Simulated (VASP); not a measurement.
# C (Fd-3m) in VASP: a series of runs

The runs below take C through single point, relaxation of cell and atoms, with LDA.

All numbers are computed with VASP 6.6.1; they aren't measurements. Logs are shortened: lines on timing, memory, paths and dates and some standing lists are left out, and cuts for length are marked.

## 1. The cell of the first run

Symmetry: Fd-3m, No. 227, cubic system. Conventional cell: a = 3.532 Å, b = 3.532 Å, c = 3.532 Å, α = 90.00°, β = 90.00°, γ = 90.00°. C (site symmetry -43m) has 4 C at 1.53 Å within 2.0 Å.

## 2. Single point, LDA

Contents of INCAR:

```
SYSTEM = C
PREC     = Accurate       ! precision mode
ENCUT    = 600            ! plane-wave cutoff, eV
EDIFF    = 1E-6           ! SCF threshold, eV
ISMEAR   = 0              ! smearing method
SIGMA    = 0.1            ! smearing width, eV
LREAL    = .FALSE.        ! projectors in reciprocal space
LASPH    = .TRUE.         ! aspherical terms in the spheres
NELM     = 120            ! most SCF steps
ALGO     = Normal         ! electronic algorithm
ISIF     = 2              ! what is computed and relaxed
LWAVE    = .FALSE.        ! write WAVECAR
LCHARG   = .TRUE.         ! write CHGCAR
GGA      = CA             ! functional
LELF     = .TRUE.         ! ELF
LVHAR    = .TRUE.       
NBANDS   = 11             ! bands
GGA_COMPAT= .FALSE.
```

Contents of KPOINTS:

```
regular mesh
0
G
  10 10 10
  0 0 0
```

Contents of POSCAR:

```
C
1.0
    0.0000000000      1.7660705302      1.7660705302
    1.7660705302      0.0000000000      1.7660705302
    1.7660705302      1.7660705302      0.0000000000
C
2
Direct
    0.0000000000      0.0000000000      0.0000000000
    0.2500000000      0.2500000000      0.2500000000
```

Potentials or basis: VASP PAW LDA potentials, release 64 (C).

Started as:

```bash
$ cat potpaw_LDA.64/C/POTCAR > POTCAR
$ mpirun -np 1 vasp_std > vasp.out
```

OUTCAR:

```text
SYSTEM = C
   PREC = Accurate
   ENCUT = 600
   EDIFF = 1E-6
   ISMEAR = 0
   LREAL = .FALSE.
   LASPH = .TRUE.
   NELM = 120
   ISIF = 2
   GGA = CA

 ion  position               nearest neighbor table
   1  0.000  0.000  0.000-   2 1.53   2 1.53   2 1.53   2 1.53
   2  0.250  0.250  0.250-   1 1.53   1 1.53   1 1.53   1 1.53

  LATTYP: Found a face centered cubic cell.
 ALAT       =     3.5321410604

  Lattice vectors:

 A1 = (   0.0000000000,   1.7660705302,   1.7660705302)
 A2 = (   1.7660705302,   0.0000000000,   1.7660705302)
 A3 = (   1.7660705302,   1.7660705302,   0.0000000000)

Analysis of symmetry for initial positions (statically):
=====================================================================
 Subroutine PRICEL returns:
 Original cell was already a primitive cell.

 Routine SETGRP: Setting up the symmetry group for a
 face centered cubic supercell.

 Subroutine GETGRP returns: Found 48 space group operations
 (whereof 24 operations were pure point group operations)
 out of a pool of 48 trial point group operations.

The static configuration has the point symmetry T_d .
 The point group associated with its full space group is O_h .

Analysis of symmetry for dynamics (positions and initial velocities):
=====================================================================
 Subroutine PRICEL returns:
 Original cell was already a primitive cell.

 Routine SETGRP: Setting up the symmetry group for a
 face centered cubic supercell.

 Subroutine GETGRP returns: Found 48 space group operations
 (whereof 24 operations were pure point group operations)
 out of a pool of 48 trial point group operations.

The dynamic configuration has the point symmetry T_d .
 The point group associated with its full space group is O_h .

 Subroutine INISYM returns: Found 48 space group operations
 (whereof 24 operations are pure point group operations),
 and found     1 'primitive' translations

----------------------------------------------------------------------------------------

                                     Primitive cell

  volume of cell :      11.0168

  direct lattice vectors                    reciprocal lattice vectors
     0.000000000  1.766070530  1.766070530    -0.283114401  0.283114401  0.283114401
     1.766070530  0.000000000  1.766070530     0.283114401 -0.283114401  0.283114401
     1.766070530  1.766070530  0.000000000     0.283114401  0.283114401 -0.283114401

  length of vectors
     2.497600896  2.497600896  2.497600896     0.490368527  0.490368527  0.490368527

  position of ions in fractional coordinates (direct lattice)
     0.000000000  0.000000000  0.000000000
     0.250000000  0.250000000  0.250000000

  ion indices of the primitive-cell ions
   primitive index   ion index
                 1           1
                 2           2

----------------------------------------------------------------------------------------

 KPOINTS: regular mesh

Automatic generation of k-mesh.
 Grid dimensions read from file:
 generate k-points for:   10   10   10

 Generating k-lattice:

  Cartesian coordinates                     Fractional coordinates (reciprocal lattice)
    -0.028311440  0.028311440  0.028311440     0.100000000  0.000000000  0.000000000
     0.028311440 -0.028311440  0.028311440     0.000000000  0.100000000  0.000000000
     0.028311440  0.028311440 -0.028311440     0.000000000  0.000000000  0.100000000

  Length of vectors
     0.049036853  0.049036853  0.049036853

  Shift w.r.t. Gamma in fractional coordinates (k-lattice)
     0.000000000  0.000000000  0.000000000

 Subroutine IBZKPT returns following result:
 ===========================================

 Found     47 irreducible k-points:

 Following reciprocal coordinates:
            Coordinates               Weight
  0.000000  0.000000  0.000000      1.000000
  0.100000  0.000000  0.000000      8.000000
  0.200000  0.000000  0.000000      8.000000
  0.300000  0.000000  0.000000      8.000000
  0.400000  0.000000  0.000000      8.000000
  0.500000  0.000000  0.000000      4.000000
[... 16 lines left out ...]
  0.300000  0.300000  0.000000      6.000000
  0.400000  0.300000  0.000000     24.000000
 [... further k-points ...]
   k-points           NKPTS =     47   k-points in BZ     NKDIM =     47   number of bands    NBANDS=     11
   number of dos      NEDOS =    301   number of ions     NIONS =      2
   total plane-waves  NPLWV =   8000
   dimension x,y,z NGX =    20 NGY =   20 NGZ =   20
   dimension x,y,z NGXF=    40 NGYF=   40 NGZF=   40
   ions per type =               2
   NGX,Y,Z   is equivalent  to a cutoff of  13.31, 13.31, 13.31 a.u.
   NGXF,Y,Z  is equivalent  to a cutoff of  26.62, 26.62, 26.62 a.u.
 SYSTEM =  C
   PREC   = accura    normal or accurate (medium, high low for compatibility)
   ISTART =      0    job   : 0-new  1-cont  2-samecut
   ICHARG =      2    charge: 1-file 2-atom 10-const
   ISPIN  =      1    spin polarized calculation?
   LNONCOLLINEAR =      F non collinear calculations
   LSORBIT =      F    spin-orbit coupling
   LASPH  =      T    aspherical Exc in radial PAW
   ENCUT  =  600.0 eV  44.10 Ry    6.64 a.u.   4.99  4.99  4.99*2*pi/ulx,y,z
   NELM   =    120;   NELMIN=  2; NELMDL= -5     # of ELM steps
   EDIFF  = 0.1E-05   stopping-criterion for ELM
   LREAL  =      F    real-space projection
[... 7 lines left out ...]
   TEBEG  =    0.0;   TEEND  =   0.0 temperature during run
   PSTRESS=    0.0 pullay stress
   NELECT =       8.0000    total number of electrons
   NUPDOWN=      -1.0000    fix difference up-down
   EMIN   =  10.00;   EMAX   =-10.00  energy-range for DOS
   EFERMI =   0.00;   METHOD = LEGACY
   ISMEAR =     0;   SIGMA  =   0.10  broadening in eV -4-tet -1-fermi 0-gaus
   EFERMI_NEDOS =   21; number of points for ismear=-14 and -15
   IALGO  =     38    algorithm
   IMIX   =      4    mixing-type and parameters
     AMIX     =   0.40;   BMIX     =  1.00
     AMIX_MAG =   1.60;   BMIX_MAG =  1.00
  volume/ion in A,a.u.               =       5.51        37.17
  Fermi-wavevector in a.u.,A,eV,Ry     =   1.471477  2.780688 29.459937  2.165244
  Thomas-Fermi vector in A             =   2.586608
   LORBIT       =      0    0 simple, 1 ext, 2 COOP (PROOUT), +10 PAW based schemes
   GGA     = CA    functional components
   LHFCALC =     F    Hartree Fock is set to
   AEXX    =    0.0000 exact exchange contribution
   IVDW    =     0    specifies the selected vdW correction
   LEPSILON=     F    determine dielectric tensor
   LRPA    =     F    only Hartree local field effects (RPA)
 non-spin polarized calculation
 Gauss-broadening in eV      SIGMA  =   0.10
  energy-cutoff  :      600.00
  volume of cell :       11.02
 maximum number of plane-waves:       377
   NGX =  9   NGY =  9   NGZ =  9

 number of electron       7.9999998 magnetization

 Free energy of the ion-electron system (eV)
  ---------------------------------------------------
  ext. energy  EPLUGINS =         0.00000000
  ---------------------------------------------------
  free energy    TOTEN  =       -20.25196719 eV

  energy without entropy =      -20.25196719  energy(sigma->0) =      -20.25196719

 E-fermi :  10.7403     XC(G=0): -13.6416

 val. band max:       10.1545407697   @ k =   0.0000   0.0000   0.0000
 cond. band min:      14.3576577682   @ k =   0.4000   0.4000   0.0000
 fundamental gap:      4.2031169986
 Fermi energy:        10.7402665140

 k-point     1 :       0.0000    0.0000    0.0000
  band No.  band energies     occupation
      1     -11.5569      2.00000
      2      10.1545      2.00000
      3      10.1545      2.00000
      4      10.1545      2.00000
      5      15.7798      0.00000
      6      15.7798      0.00000
      7      15.7798      0.00000
      8      24.3843      0.00000
      9      29.5469      0.00000
     10      37.1156      0.00000
     11      37.1156      0.00000

 k-point     2 :       0.1000    0.0000    0.0000
  band No.  band energies     occupation
      1     -11.2750      2.00000
      2       8.4586      2.00000
      3       9.6947      2.00000
      4       9.6947      2.00000
      5      16.3817      0.00000
      6      16.3817      0.00000
      7      16.7775      0.00000
      8      24.5393      0.00000
      9      29.9799      0.00000
     10      34.3736      0.00000
     11      34.3736      0.00000

 k-point     3 :       0.2000    0.0000    0.0000
  band No.  band energies     occupation
      1     -10.4335      2.00000
      2       5.2150      2.00000
      3       8.7967      2.00000
      4       8.7967      2.00000
      5      17.5336      0.00000
      6      17.5336      0.00000
      7      18.1272      0.00000
      8      24.9602      0.00000
      9      30.7297      0.00000
     10      32.8155      0.00000
     11      32.8155      0.00000

 k-point     4 :       0.3000    0.0000    0.0000
  band No.  band energies     occupation
      1      -9.0504      2.00000
      2       1.7664      2.00000
      3       7.9894      2.00000
      4       7.9894      2.00000
      5      18.3564      0.00000
      6      18.3564      0.00000
      7      18.9883      0.00000
      8      25.4569      0.00000
      9      31.1071      0.00000
     10      33.0891      0.00000
     11      33.0891      0.00000
[... 239 lines left out ...]
 k-point    22 :      -0.2000    0.2000    0.0000
  band No.  band energies     occupation
      1      -8.5937      2.00000
      2       3.1486      2.00000
      3       4.0003      2.00000
      4       8.1228      2.00000
      5      18.7366      0.00000
      6      18.8970      0.00000
      7      20.8260      0.00000
      8      24.2112      0.00000
      9      30.2964      0.00000
     10      31.1526      0.00000
     11      34.4045      0.00000

 k-point    23 :       0.3000    0.3000    0.0000
  band No.  band energies     occupation
      1      -8.2214      2.00000
      2       4.1442      2.00000
      3       5.1326      2.00000
      4       5.1326      2.00000
      5      14.4353      0.00000
      6      18.8824      0.00000
      7      23.4405      0.00000
      8      23.4405      0.00000
      9      31.4936      0.00000
     10      33.0590      0.00000
     11      41.4111      0.00000

 k-point    24 :       0.4000    0.3000    0.0000
  band No.  band energies     occupation
      1      -6.8741      2.00000
      2       2.1290      2.00000
      3       4.0181      2.00000
      4       4.6509      2.00000
      5      14.9934      0.00000
      6      18.2016      0.00000
      7      24.4412      0.00000
      8      24.5482      0.00000
      9      32.2998      0.00000
     10      33.1365      0.00000
     11      41.2911      0.00000

 [... further k-points ...]
[... 5 lines left out ...]
  --------------------------------------------------------------------------------------
  -------------------------------------------------------------------------------------
  Total        0.0464851      0.0464851      0.0464851      0.0000000      0.0000000     -0.0000000
  in kB        6.7603705      6.7603705      6.7603705      0.0000000      0.0000000     -0.0000000
  external PRESSURE =       6.7603705 kB  Pullay stress =       0.0000000 kB

 VOLUME and BASIS-vectors are now :
 -----------------------------------------------------------------------------
  energy-cutoff  :      600.00
  volume of cell :       11.02
      direct lattice vectors                 reciprocal lattice vectors
     0.000000000  1.766070530  1.766070530    -0.283114401  0.283114401  0.283114401
     1.766070530  0.000000000  1.766070530     0.283114401 -0.283114401  0.283114401
     1.766070530  1.766070530  0.000000000     0.283114401  0.283114401 -0.283114401

 POSITION                                       TOTAL-FORCE (eV/Angst)
 -----------------------------------------------------------------------------------
      0.00000      0.00000      0.00000         0.000000      0.000000     -0.000000
      0.88304      0.88304      0.88304        -0.000000     -0.000000      0.000000
 -----------------------------------------------------------------------------------
    total drift:                                0.000000      0.000000      0.000000

  FREE ENERGIE OF THE ION-ELECTRON SYSTEM (eV)
  ---------------------------------------------------
  free  energy   TOTEN  =       -20.2519671878 eV

  energy  without entropy=      -20.2519671878  energy(sigma->0) =      -20.25196719
```

Wall time 6.8 s (1 thread of Intel Xeon 8259CL, shared host); peak memory 0.11 GiB.

What came out:

- Free energy: -20.2520 eV
- Pressure: 0.7 GPa
- Band gap on the k mesh: 4.20 eV, indirect (least direct gap 5.63 eV)

Levels at points of the mesh, in eV from the valence-band top:
| k point | band 1 | band 2 | band 3 | band 4 | band 5 | band 6 | band 7 | band 8 |
| --- | --- | --- | --- | --- | --- | --- | --- | --- |
| (0.00, 0.00, 0.00) | -21.71 | 0.00 | 0.00 | 0.00 | 5.63 | 5.63 | 5.63 | 14.23 |
| (0.50, 0.00, 0.00) | -15.70 | -13.69 | -2.86 | -2.86 | 8.51 | 8.51 | 9.42 | 15.67 |
| (0.50, 0.50, 0.00) | -12.82 | -12.82 | -6.47 | -6.47 | 4.77 | 4.77 | 17.07 | 17.07 |

(Continued in part 2 of 2.)
